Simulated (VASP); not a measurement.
# Te2Pt (P-3m1) in VASP: further runs, part 2 of 3

VASP 6.6.1. Earlier steps stand in the parts before.

## (3) Single point, PBE+D3(BJ) (volume scaled by 0.94, then relaxed in part)

Input file INCAR:

```
SYSTEM = Te2Pt
PREC = Accurate
ENCUT = 500
EDIFF = 1E-6
ISMEAR = 0
SIGMA = 0.1
LREAL = .False.
LASPH = .True.
NELM = 120
ALGO = Normal
ISIF = 2
LWAVE = .False.
LCHARG = .True.
GGA = PE
IVDW = 12
LELF = .True.
LVHAR = .True.
NBANDS = 18
GGA_COMPAT = .False.
```

Input file KPOINTS:

```
regular mesh
0
Gamma
  12 12 8
  0 0 0
```

Input file POSCAR:

```
Te2Pt
1.0
    4.0057095042      0.0000000000      0.0000000000
   -2.0028547521      3.4690461908      0.0000000000
    0.0000000000      0.0000000000      4.8996609123
Te Pt
2 1
Direct
    0.3333333333      0.6666666667      0.2753941412
    0.6666666667      0.3333333333      0.7246058588
    0.0000000000      0.0000000000      0.0000000000
```

Potentials or basis: VASP PAW PBE potentials, release 64 (Te, Pt).

On the command line:

```bash
$ cat potpaw_PBE.64/Te/POTCAR potpaw_PBE.64/Pt/POTCAR > POTCAR
$ mpirun -np 1 vasp_std > vasp.out
```

OUTCAR:

```text
SYSTEM = Te2Pt
   PREC = Accurate
   ENCUT = 500
   EDIFF = 1E-6
   ISMEAR = 0
   LREAL = .False.
   LASPH = .True.
   NELM = 120
   ISIF = 2
   GGA = PE
   IVDW = 12
 IVDW          = 12

 ion  position               nearest neighbor table
   1  0.333  0.667  0.275-   3 2.68   3 2.68   3 2.68   2 3.19   2 3.19   2 3.19   2 3.55   2 3.55
                             2 3.55
   2  0.667  0.333  0.725-   3 2.68   3 2.68   3 2.68   1 3.19   1 3.19   1 3.19   1 3.55   1 3.55
                             1 3.55
   3  0.000  0.000  0.000-   1 2.68   2 2.68   1 2.68   2 2.68   2 2.68   1 2.68

  LATTYP: Found a hexagonal cell.
 ALAT       =     4.0057095042
 C/A-ratio  =     1.2231693055

  Lattice vectors:

 A1 = (   4.0057095042,   0.0000000000,   0.0000000000)
 A2 = (  -2.0028547521,   3.4690461908,   0.0000000000)
 A3 = (   0.0000000000,   0.0000000000,   4.8996609123)

Analysis of symmetry for initial positions (statically):
=====================================================================
 Subroutine PRICEL returns:
 Original cell was already a primitive cell.

 Routine SETGRP: Setting up the symmetry group for a
 hexagonal supercell.

 Subroutine GETGRP returns: Found 12 space group operations
 (whereof 12 operations were pure point group operations)
 out of a pool of 24 trial point group operations.

The static configuration has the point symmetry D_3d.

Analysis of symmetry for dynamics (positions and initial velocities):
=====================================================================
 Subroutine PRICEL returns:
 Original cell was already a primitive cell.

 Routine SETGRP: Setting up the symmetry group for a
 hexagonal supercell.

 Subroutine GETGRP returns: Found 12 space group operations
 (whereof 12 operations were pure point group operations)
 out of a pool of 24 trial point group operations.

The dynamic configuration has the point symmetry D_3d.

 Subroutine INISYM returns: Found 12 space group operations
 (whereof 12 operations are pure point group operations),
 and found     1 'primitive' translations

----------------------------------------------------------------------------------------

                                     Primitive cell

  volume of cell :      68.0856

  direct lattice vectors                    reciprocal lattice vectors
     4.005709504  0.000000000  0.000000000     0.249643665  0.144131837  0.000000000
    -2.002854752  3.469046191  0.000000000     0.000000000  0.288263674  0.000000000
     0.000000000  0.000000000  4.899660912     0.000000000  0.000000000  0.204095756

  length of vectors
     4.005709504  4.005709504  4.899660912     0.288263674  0.288263674  0.204095756

  position of ions in fractional coordinates (direct lattice)
     0.333333333  0.666666667  0.275394141
     0.666666667  0.333333333  0.724605859
     0.000000000  0.000000000  0.000000000

  ion indices of the primitive-cell ions
   primitive index   ion index
                 1           1
                 2           2
                 3           3

----------------------------------------------------------------------------------------

 KPOINTS: regular mesh

Automatic generation of k-mesh.
 Grid dimensions read from file:
 generate k-points for:   12   12    8

 Generating k-lattice:

  Cartesian coordinates                     Fractional coordinates (reciprocal lattice)
     0.020803639  0.012010986  0.000000000     0.083333333 -0.000000000  0.000000000
     0.000000000  0.024021973  0.000000000     0.000000000  0.083333333  0.000000000
     0.000000000  0.000000000  0.025511970     0.000000000  0.000000000  0.125000000

  Length of vectors
     0.024021973  0.024021973  0.025511970

  Shift w.r.t. Gamma in fractional coordinates (k-lattice)
     0.000000000  0.000000000  0.000000000

 Subroutine IBZKPT returns following result:
 ===========================================

 Found    131 irreducible k-points:

 Following reciprocal coordinates:
            Coordinates               Weight
  0.000000  0.000000  0.000000      1.000000
  0.083333  0.000000  0.000000      6.000000
  0.166667  0.000000  0.000000      6.000000
  0.250000  0.000000  0.000000      6.000000
  0.333333 -0.000000  0.000000      6.000000
  0.416667  0.000000  0.000000      6.000000
[... 16 lines left out ...]
  0.166667  0.000000  0.125000      6.000000
  0.000000  0.166667  0.125000      6.000000
 [... further k-points ...]
   k-points           NKPTS =    131   k-points in BZ     NKDIM =    131   number of bands    NBANDS=     18
   number of dos      NEDOS =    301   number of ions     NIONS =      3
   total plane-waves  NPLWV =  32400
   dimension x,y,z NGX =    30 NGY =   30 NGZ =   36
   dimension x,y,z NGXF=    60 NGYF=   60 NGZF=   72
   ions per type =               2   1
   NGX,Y,Z   is equivalent  to a cutoff of  12.45, 12.45, 12.21 a.u.
   NGXF,Y,Z  is equivalent  to a cutoff of  24.90, 24.90, 24.43 a.u.
 SYSTEM =  Te2Pt
   PREC   = accura    normal or accurate (medium, high low for compatibility)
   ISTART =      0    job   : 0-new  1-cont  2-samecut
   ICHARG =      2    charge: 1-file 2-atom 10-const
   ISPIN  =      1    spin polarized calculation?
   LNONCOLLINEAR =      F non collinear calculations
   LSORBIT =      F    spin-orbit coupling
   LASPH  =      T    aspherical Exc in radial PAW
   ENCUT  =  500.0 eV  36.75 Ry    6.06 a.u.   7.30  7.30  8.93*2*pi/ulx,y,z
   NELM   =    120;   NELMIN=  2; NELMDL= -5     # of ELM steps
   EDIFF  = 0.1E-05   stopping-criterion for ELM
   LREAL  =      F    real-space projection
   EDIFFG = 0.1E-04   stopping-criterion for IOM
   NSW    =      0    number of steps for IOM
   IBRION =     -1    ionic relax: 0-MD 1-quasi-New 2-CG
   NFREE  =      0    steps in history (QN), initial steepest desc. (CG)
   ISIF   =      2    stress and relaxation
   ISYM   =      2    0-nonsym 1-usesym 2-fastsym
   POTIM  = 0.5000    time-step for ionic-motion
   TEBEG  =    0.0;   TEEND  =   0.0 temperature during run
   PSTRESS=    0.0 pullay stress
   NELECT =      22.0000    total number of electrons
   NUPDOWN=      -1.0000    fix difference up-down
   EMIN   =  10.00;   EMAX   =-10.00  energy-range for DOS
   EFERMI =   0.00;   METHOD = LEGACY
   ISMEAR =     0;   SIGMA  =   0.10  broadening in eV -4-tet -1-fermi 0-gaus
   EFERMI_NEDOS =   21; number of points for ismear=-14 and -15
   IALGO  =     38    algorithm
   IMIX   =      4    mixing-type and parameters
     AMIX     =   0.40;   BMIX     =  1.00
     AMIX_MAG =   1.60;   BMIX_MAG =  1.00
  volume/ion in A,a.u.               =      22.70       153.15
  Fermi-wavevector in a.u.,A,eV,Ry     =   1.123390  2.122899 17.170620  1.262005
  Thomas-Fermi vector in A             =   2.260056
   LORBIT       =      0    0 simple, 1 ext, 2 COOP (PROOUT), +10 PAW based schemes
   GGA     = PE    functional components
   LHFCALC =     F    Hartree Fock is set to
   AEXX    =    0.0000 exact exchange contribution
   IVDW    =    12    specifies the selected vdW correction
   LEPSILON=     F    determine dielectric tensor
   LRPA    =     F    only Hartree local field effects (RPA)
 non-spin polarized calculation
 Gauss-broadening in eV      SIGMA  =   0.10
  energy-cutoff  :      500.00
  volume of cell :       68.09
 maximum number of plane-waves:      1752
 NGX is ok and might be reduce to    30
   NGX = 15   NGY = 15   NGZ = 17

 number of electron      21.9999998 magnetization

 Free energy of the ion-electron system (eV)
  ---------------------------------------------------
  ext. energy  EPLUGINS =         0.00000000
  ---------------------------------------------------
  free energy    TOTEN  =       -13.34626997 eV

  energy without entropy =      -13.33991348  energy(sigma->0) =      -13.34309172

 E-fermi :   9.7747     XC(G=0): -10.9444

 val. band max:        9.7610758327   @ k =   0.5000   0.0000   0.5000
 cond. band min:       9.7824350041   @ k =   0.4167   0.0000   0.5000
 fundamental gap:      0.0213591714
 Fermi energy:         9.7747262754

 k-point     1 :       0.0000    0.0000    0.0000
  band No.  band energies     occupation
      1      -4.8165      2.00000
      2      -0.5967      2.00000
      3       2.6645      2.00000
      4       3.8562      2.00000
      5       3.8562      2.00000
      6       5.9159      2.00000
[... 481 lines left out ...]
      5       4.4759      2.00000
      6       5.3747      2.00000
[... 10 lines left out ...]
     17      16.9360      0.00000
     18      17.3080      0.00000

 [... further k-points ...]

------------------------ aborting loop because EDIFF is reached ----------------------------------------

 Edisp (eV)   -1.80956

 E8    (eV) :    -0.8303

  FORCE on cell =-STRESS in cart. coord.  units (eV):
  Direction    XX          YY          ZZ          XY          YZ          ZX
  --------------------------------------------------------------------------------------
  -------------------------------------------------------------------------------------
  Total       2.13828     2.13828     2.15951     0.00000     0.00000     0.00000
  in kB      50.31762    50.31762    50.81713     0.00000     0.00000     0.00000
  external pressure =       50.48 kB  Pullay stress =        0.00 kB

 VOLUME and BASIS-vectors are now :
 -----------------------------------------------------------------------------
  energy-cutoff  :      500.00
  volume of cell :       68.09
      direct lattice vectors                 reciprocal lattice vectors
     4.005709504  0.000000000  0.000000000     0.249643665  0.144131837  0.000000000
    -2.002854752  3.469046191  0.000000000     0.000000000  0.288263674  0.000000000
     0.000000000  0.000000000  4.899660912     0.000000000  0.000000000  0.204095756

 POSITION                                       TOTAL-FORCE (eV/Angst)
 -----------------------------------------------------------------------------------
     -0.00000      2.31270      1.34934        -0.000000      0.000000     -0.015496
      2.00285      1.15635      3.55032         0.000000     -0.000000      0.015496
      0.00000      0.00000      0.00000        -0.000000      0.000000      0.000000
 -----------------------------------------------------------------------------------
    total drift:                                0.000000     -0.000000     -0.000000

  FREE ENERGIE OF THE ION-ELECTRON SYSTEM (eV)
  ---------------------------------------------------
  free  energy   TOTEN  =       -15.1558289825 eV

  energy  without entropy=      -15.1494724918  energy(sigma->0) =      -15.15265074
```

OSZICAR:

```text
N       E                     dE             d eps       ncg     rms          rms(c)
DAV:   1     0.101139163120E+03    0.10114E+03   -0.92269E+03  4788   0.102E+03
DAV:   2    -0.925471636018E+01   -0.11039E+03   -0.10672E+03  5748   0.194E+02
DAV:   3    -0.136433016367E+02   -0.43886E+01   -0.43420E+01  5674   0.382E+01
DAV:   4    -0.136962071178E+02   -0.52905E-01   -0.52881E-01  5762   0.465E+00
DAV:   5    -0.136972723436E+02   -0.10652E-02   -0.10652E-02  5560   0.632E-01    0.143E+01
DAV:   6    -0.134556583275E+02    0.24161E+00   -0.18493E+00  5000   0.112E+01    0.934E+00
DAV:   7    -0.133741386822E+02    0.81520E-01   -0.47617E-01  4884   0.640E+00    0.403E+00
DAV:   8    -0.133468392873E+02    0.27299E-01   -0.73996E-02  5126   0.229E+00    0.846E-01
DAV:   9    -0.133462535673E+02    0.58572E-03   -0.63469E-03  5320   0.595E-01    0.357E-01
DAV:  10    -0.133462721707E+02   -0.18603E-04   -0.77487E-04  5606   0.177E-01    0.718E-02
DAV:  11    -0.133462658750E+02    0.62957E-05   -0.97055E-05  5322   0.599E-02    0.392E-02
DAV:  12    -0.133462699409E+02   -0.40659E-05   -0.49600E-06  5502   0.139E-02    0.307E-02
DAV:  13    -0.133462699699E+02   -0.28964E-07   -0.29943E-06  4942   0.121E-02
   1 F= -.15155829E+02 E0= -.15152651E+02  d E =-.635649E-02
```

stdout:

```text
POSCAR found type information on POSCAR TePt
 POSCAR found :  2 types and       3 ions
 scaLAPACK will be used
 LDA part: xc-table for (Slater+PW92), standard interpolation
 POSCAR, INCAR and KPOINTS ok, starting setup
 FFT: planning ... GRIDC
 FFT: planning ... GRID_SOFT
 FFT: planning ... GRID
 WAVECAR not read
 entering main loop
```

It took 1.8 min on 1 thread of Intel Xeon Platinum 8488C (Sapphire Rapids), shared host; peak memory 0.29 GiB.

What came out:

| Quantity | Value |
| --- | --- |
| Free energy | -15.1558 eV |
| Pressure | 5.0 GPa |
| Largest force | 0.015 eV/Å |
| Band gap on the k mesh | zero (band 11 reaches 10.66 eV, above the bottom of band 12 at 9.62 eV) |
| Dispersion energy per atom | -0.603 eV |

Forces on the atoms (eV/Å):
```
Te   0.000  0.000 -0.015
Te   0.000  0.000  0.015
Pt   0.000  0.000  0.000
```

Caveat: spin-orbit coupling is left out, which moves the levels of the heavy elements; pairwise dispersion overbinds metals, which lowers pressure and volume.

(Continued in part 3 of 3.)
